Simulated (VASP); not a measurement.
# ZrC (Pm-3m) in VASP: a series of runs, part 2 of 3

VASP 6.6.1. The steps go on from the part before.

## 3. Single point, r2SCAN (12.15 Å³/atom)

This run uses another cell than the first one, of 12.15 Å³/atom.

File POSCAR:

```
ZrC
1.0
    2.8965509880      0.0000000000      0.0000000000
    0.0000000000      2.8965509880      0.0000000000
    0.0000000000      0.0000000000      2.8965509880
Zr C
1 1
Direct
    0.0000000000      0.0000000000      0.0000000000
    0.5000000000      0.5000000000      0.5000000000
```

File INCAR.step1:

```
ALGO     = Normal         # electronic algorithm
EDIFF    = 1E-5           # SCF threshold, eV
ENCUT    = 660            # plane-wave cutoff, eV
GGA      = PE             # functional
GGA_COMPAT= F            
ISMEAR   = 0              # smearing method
LASPH    = T              # aspherical terms in the spheres
LCHARG   = F              # write CHGCAR
LREAL    = F              # projectors in reciprocal space
LWAVE    = T              # write WAVECAR
NBANDS   = 15             # bands
NELM     = 120            # most SCF steps
PREC     = Accurate       # precision mode
SIGMA    = 0.05           # smearing width, eV
```

File INCAR.step2:

```
ALGO     = Normal         # electronic algorithm
EDIFF    = 1E-6           # SCF threshold, eV
ENCUT    = 660            # plane-wave cutoff, eV
GGA_COMPAT= F            
ISIF     = 2              # what is computed and relaxed
ISMEAR   = 0              # smearing method
ISTART   = 1            
LASPH    = T              # aspherical terms in the spheres
LCHARG   = F              # write CHGCAR
LMIXTAU  = T            
LREAL    = F              # projectors in reciprocal space
LWAVE    = F              # write WAVECAR
METAGGA  = R2SCAN         # meta-GGA
NBANDS   = 15             # bands
NELM     = 120            # most SCF steps
PREC     = Accurate       # precision mode
SIGMA    = 0.05           # smearing width, eV
```

File KPOINTS:

```
k-points
0
Gamma
  12 12 12
```

Potentials or basis: VASP PAW PBE potentials, release 64 (Zr_sv, C).

On the command line:

```console
$ cat potpaw_PBE.64/Zr_sv/POTCAR potpaw_PBE.64/C/POTCAR > POTCAR
$ cp INCAR.step1 INCAR
$ mpirun -np 1 vasp_std > vasp.out
$ cp INCAR.step2 INCAR
$ mpirun -np 1 vasp_std > vasp.out
```

Run time: 2.5 min. Hardware: 1 thread of Intel Xeon 8259CL, shared host; peak memory 0.18 GiB.

It converged, with:

- Free energy: -32.0659 eV
- Pressure: 4.3 GPa
- Band gap on the k mesh: zero (bands 8 and 9 overlap by 2.21 eV)

Levels at points of the mesh, in eV from the Fermi level:
| k point | band 6 | band 7 | band 8 | band 9 | band 10 | band 11 |
| --- | --- | --- | --- | --- | --- | --- |
| (0.00, 0.00, 0.00) | -1.99 | -1.99 | 1.27 | 1.27 | 1.27 | 5.54 |
| (0.50, 0.00, 0.00) | -5.95 | -1.17 | -1.17 | -0.85 | 6.05 | 6.44 |
| (0.50, 0.50, 0.00) | -2.39 | -2.39 | -0.49 | 2.02 | 2.82 | 2.82 |
| (0.50, 0.50, 0.50) | -5.75 | -5.75 | -5.75 | 8.03 | 8.03 | 9.35 |

Caveat: the cell stands under pressure; the PAW data sets were made with another functional, which shifts forces and pressure a little.

## 4. Single point, r2SCAN

This run uses another cell than the first one, of 12.44 Å³/atom.

File POSCAR:

```
ZrC
1.0
    2.9193288454      0.0000000000      0.0000000000
    0.0000000000      2.9193288454      0.0000000000
    0.0000000000      0.0000000000      2.9193288454
Zr C
1 1
Direct
    0.0000000000      0.0000000000      0.0000000000
    0.5000000000      0.5000000000      0.5000000000
```

File INCAR.step1:

```
SYSTEM = ZrC
PREC = Accurate ; ENCUT = 660
ISMEAR = 0 ; SIGMA = 0.05
LREAL = .FALSE. ; LASPH = .TRUE.
NELM = 120 ; NBANDS = 15
GGA = PE ; ALGO = Normal
EDIFF = 1E-5 ; LWAVE = .TRUE.
LCHARG = .FALSE. ; GGA_COMPAT = .FALSE.
```

File INCAR.step2:

```
SYSTEM = ZrC
PREC = Accurate ; ENCUT = 660
EDIFF = 1E-6 ; ISMEAR = 0
SIGMA = 0.05 ; LREAL = .FALSE.
LASPH = .TRUE. ; NELM = 120
ALGO = Normal ; ISIF = 2
LWAVE = .FALSE. ; LCHARG = .FALSE.
METAGGA = R2SCAN ; LMIXTAU = .TRUE.
NBANDS = 15 ; ISTART = 1
GGA_COMPAT = .FALSE.
```

File KPOINTS:

```
regular mesh
0
G
  12 12 12
  0 0 0
```

On the command line:

```console
$ cat potpaw_PBE.64/Zr_sv/POTCAR potpaw_PBE.64/C/POTCAR > POTCAR
$ cp INCAR.step1 INCAR
$ mpirun -np 1 vasp_std > vasp.out
$ cp INCAR.step2 INCAR
$ mpirun -np 1 vasp_std > vasp.out
```

It took 2.6 min on 1 thread of Intel Xeon 8259CL, shared host; peak memory 0.18 GiB.

Results (log left out):

```yaml
Free_energy: -32.0730 eV
Pressure: -0.6 GPa
Band_gap_on_the_k_mesh: zero (bands 8 and 9 overlap by 2.14 eV)
```

Levels at points of the mesh, in eV from the Fermi level:
| k point | band 4 | band 5 | band 6 | band 7 | band 8 | band 9 | band 10 | band 11 | band 12 | band 13 |
| --- | --- | --- | --- | --- | --- | --- | --- | --- | --- | --- |
| (0.00, 0.00, 0.00) | -27.23 | -12.59 | -1.93 | -1.93 | 1.24 | 1.24 | 1.24 | 5.40 | 5.40 | 5.40 |
| (0.50, 0.00, 0.00) | -27.10 | -9.81 | -5.87 | -1.12 | -1.12 | -0.82 | 5.88 | 6.27 | 8.02 | 8.02 |
| (0.50, 0.50, 0.00) | -26.99 | -10.62 | -2.38 | -2.38 | -0.49 | 2.00 | 2.77 | 2.77 | 4.42 | 7.57 |
| (0.50, 0.50, 0.50) | -28.07 | -7.94 | -5.60 | -5.60 | -5.60 | 7.79 | 7.79 | 9.10 | 9.10 | 9.10 |

Caveat: the PAW data sets were made with another functional, which shifts forces and pressure a little.

## 5. Single point, r2SCAN (12.39 Å³/atom)

This run uses another cell than the first one, of 12.39 Å³/atom.

File POSCAR:

```
ZrC
1.0
    2.9150561613      0.0000000000      0.0000000000
    0.0000000000      2.9150561613      0.0000000000
    0.0000000000      0.0000000000      2.9150561613
Zr C
1 1
Direct
    0.0000000000      0.0000000000      0.0000000000
    0.5000000000      0.5000000000      0.5000000000
```

File INCAR.step1:

```
SYSTEM = ZrC
PREC = Accurate
ENCUT = 660
ISMEAR = 0
SIGMA = 0.05
LREAL = .False.
LASPH = .True.
NELM = 120
NBANDS = 15
GGA = PE
ALGO = Normal
EDIFF = 1E-5
LWAVE = .True.
LCHARG = .False.
GGA_COMPAT = .False.
```

File INCAR.step2:

```
SYSTEM = ZrC
PREC = Accurate
ENCUT = 660
EDIFF = 1E-6
ISMEAR = 0
SIGMA = 0.05
LREAL = .False.
LASPH = .True.
NELM = 120
ALGO = Normal
ISIF = 2
LWAVE = .False.
LCHARG = .False.
METAGGA = R2SCAN
LMIXTAU = .True.
NBANDS = 15
ISTART = 1
GGA_COMPAT = .False.
```

File KPOINTS:

```
Automatic mesh
0
Gamma
  12 12 12
  0 0 0
```

Potentials or basis: VASP PAW PBE potentials, release 64 (Zr_sv, C).

On the command line:

```console
$ cat potpaw_PBE.64/Zr_sv/POTCAR potpaw_PBE.64/C/POTCAR > POTCAR
$ cp INCAR.step1 INCAR
$ mpirun -np 1 vasp_std > vasp.out
$ cp INCAR.step2 INCAR
$ mpirun -np 1 vasp_std > vasp.out
```

OUTCAR:

```text
SYSTEM = ZrC
   PREC = Accurate
   ENCUT = 660
   EDIFF = 1E-6
   ISMEAR = 0
   LREAL = .False.
   LASPH = .True.
   NELM = 120
   ISIF = 2
   METAGGA = R2SCAN
   ISTART = 1

 ion  position               nearest neighbor table
   1  0.000  0.000  0.000-   2 2.52   2 2.52   2 2.52   2 2.52   2 2.52   2 2.52   2 2.52   2 2.52

   2  0.500  0.500  0.500-   1 2.52   1 2.52   1 2.52   1 2.52   1 2.52   1 2.52   1 2.52   1 2.52

  LATTYP: Found a simple cubic cell.
 ALAT       =     2.9150561613

  Lattice vectors:

 A1 = (   2.9150561613,   0.0000000000,   0.0000000000)
 A2 = (   0.0000000000,   2.9150561613,   0.0000000000)
 A3 = (   0.0000000000,   0.0000000000,   2.9150561613)

Analysis of symmetry for initial positions (statically):
=====================================================================
 Subroutine PRICEL returns:
 Original cell was already a primitive cell.

 Routine SETGRP: Setting up the symmetry group for a
 simple cubic supercell.

 Subroutine GETGRP returns: Found 48 space group operations
 (whereof 48 operations were pure point group operations)
 out of a pool of 48 trial point group operations.

The static configuration has the point symmetry O_h .

Analysis of symmetry for dynamics (positions and initial velocities):
=====================================================================
 Subroutine PRICEL returns:
 Original cell was already a primitive cell.

 Routine SETGRP: Setting up the symmetry group for a
 simple cubic supercell.

 Subroutine GETGRP returns: Found 48 space group operations
 (whereof 48 operations were pure point group operations)
 out of a pool of 48 trial point group operations.

The dynamic configuration has the point symmetry O_h .

 Subroutine INISYM returns: Found 48 space group operations
 (whereof 48 operations are pure point group operations),
 and found     1 'primitive' translations

----------------------------------------------------------------------------------------

                                     Primitive cell

[... 115 lines left out ...]
   METAGGA = R2SCAN    functional components
   LHFCALC =     F    Hartree Fock is set to
   AEXX    =    0.0000 exact exchange contribution
   IVDW    =     0    specifies the selected vdW correction
   LEPSILON=     F    determine dielectric tensor
   LRPA    =     F    only Hartree local field effects (RPA)
 non-spin polarized calculation
 Gauss-broadening in eV      SIGMA  =   0.05
  energy-cutoff  :      660.00
  volume of cell :       24.77
 maximum number of plane-waves:       976
   NGX = 13   NGY = 13   NGZ = 13

 number of electron      16.0000000 magnetization

 Free energy of the ion-electron system (eV)
  ---------------------------------------------------
  ext. energy  EPLUGINS =         0.00000000
  ---------------------------------------------------
  free energy    TOTEN  =       -32.07300710 eV

  energy without entropy =      -32.07014245  energy(sigma->0) =      -32.07157477

 E-fermi :  10.5871     XC(G=0): -13.3330

 val. band max:       10.5783216028   @ k =   0.0833   0.0833   0.0833
 cond. band min:      10.6144005445   @ k =   0.5000   0.3333   0.1667
 fundamental gap:      0.0360789416
 Fermi energy:        10.5871118128

 k-point     1 :       0.0000    0.0000    0.0000
  band No.  band energies     occupation
      1     -39.8731      2.00000
      2     -16.6293      2.00000
      3     -16.6293      2.00000
      4     -16.6293      2.00000
      5      -2.0267      2.00000
      6       8.6485      2.00000
      7       8.6485      2.00000
      8      11.8283      0.00000
      9      11.8283      0.00000
     10      11.8283      0.00000
     11      16.0103      0.00000
     12      16.0103      0.00000
     13      16.0103      0.00000
     14      19.3664      0.00000
[... 401 lines left out ...]
      2     -17.6787      2.00000
      3     -17.4209      2.00000
      4     -16.4181      2.00000
      5       0.1693      2.00000
      6       6.9034      2.00000
      7       8.3508      2.00000
      8      10.9028      0.00000
      9      10.9946      0.00000
     10      13.8554      0.00000
     11      15.7708      0.00000
     12      15.7864      0.00000
     13      16.6519      0.00000
     14      22.2108      0.00000
     15      26.2488      0.00000

 [... further k-points ...]
[... 5 lines left out ...]
  --------------------------------------------------------------------------------------
  -------------------------------------------------------------------------------------
  Total        0.0377885      0.0377885      0.0377885      0.0000000     -0.0000000      0.0000000
  in kB        2.4441609      2.4441609      2.4441609      0.0000000     -0.0000000      0.0000000
  external PRESSURE =       2.4441609 kB  Pullay stress =       0.0000000 kB

 VOLUME and BASIS-vectors are now :
 -----------------------------------------------------------------------------
  energy-cutoff  :      660.00
  volume of cell :       24.77
      direct lattice vectors                 reciprocal lattice vectors
     2.915056161  0.000000000  0.000000000     0.343046564  0.000000000  0.000000000
     0.000000000  2.915056161  0.000000000     0.000000000  0.343046564  0.000000000
     0.000000000  0.000000000  2.915056161     0.000000000  0.000000000  0.343046564

 POSITION                                       TOTAL-FORCE (eV/Angst)
 -----------------------------------------------------------------------------------
      0.00000      0.00000      0.00000         0.000000      0.000000      0.000000
      1.45753      1.45753      1.45753         0.000000      0.000000      0.000000
 -----------------------------------------------------------------------------------
    total drift:                                0.000000      0.000000     -0.000000

  FREE ENERGIE OF THE ION-ELECTRON SYSTEM (eV)
  ---------------------------------------------------
  free  energy   TOTEN  =       -32.0730071032 eV

  energy  without entropy=      -32.0701424455  energy(sigma->0) =      -32.07157477
```

OSZICAR.step1:

```text
N       E                     dE             d eps       ncg     rms          rms(c)
DAV:   1     0.122167159260E+03    0.12217E+03   -0.10189E+04  2520   0.131E+03
DAV:   2    -0.154057537782E+02   -0.13757E+03   -0.12885E+03  3206   0.313E+02
DAV:   3    -0.205282200653E+02   -0.51225E+01   -0.50509E+01  3923   0.528E+01
DAV:   4    -0.205969220602E+02   -0.68702E-01   -0.68683E-01  2983   0.579E+00
DAV:   5    -0.205978729288E+02   -0.95087E-03   -0.95086E-03  3612   0.491E-01    0.177E+01
DAV:   6    -0.177374344908E+02    0.28604E+01   -0.63873E+00  2841   0.238E+01    0.774E+00
DAV:   7    -0.170306770417E+02    0.70676E+00   -0.12711E+00  2799   0.905E+00    0.628E+00
DAV:   8    -0.170189507215E+02    0.11726E-01   -0.22510E-01  3010   0.462E+00    0.191E+00
DAV:   9    -0.169983788633E+02    0.20572E-01   -0.22906E-02  3008   0.170E+00    0.317E-01
DAV:  10    -0.169987343397E+02   -0.35548E-03   -0.37518E-03  3114   0.553E-01    0.174E-01
DAV:  11    -0.169984018502E+02    0.33249E-03   -0.64408E-04  2828   0.186E-01    0.842E-02
DAV:  12    -0.169983787323E+02    0.23118E-04   -0.67071E-05  2856   0.540E-02    0.301E-02
DAV:  13    -0.169983694651E+02    0.92672E-05   -0.10783E-05  2283   0.319E-02
   1 F= -.16998369E+02 E0= -.16996135E+02  d E =-.446838E-02
```

It took 2.6 min on 1 thread of Intel Xeon 8259CL, shared host; peak memory 0.17 GiB.

Results:

* Free energy: -32.0730 eV
* Pressure: 0.2 GPa
* Band gap on the k mesh: zero (bands 8 and 9 overlap by 2.15 eV)

Levels at points of the mesh, in eV from the Fermi level:
```tsv
k point	band 6	band 7	band 8	band 9	band 10	band 11
(0.00, 0.00, 0.00)	-1.94	-1.94	1.24	1.24	1.24	5.42
(0.50, 0.00, 0.00)	-5.88	-1.13	-1.13	-0.82	5.91	6.30
(0.50, 0.50, 0.00)	-2.38	-2.38	-0.49	2.00	2.78	2.78
(0.50, 0.50, 0.50)	-5.63	-5.63	-5.63	7.83	7.83	9.15
```

Caveat: the PAW data sets were made with another functional, which shifts forces and pressure a little.

(Continued in part 3 of 3.)
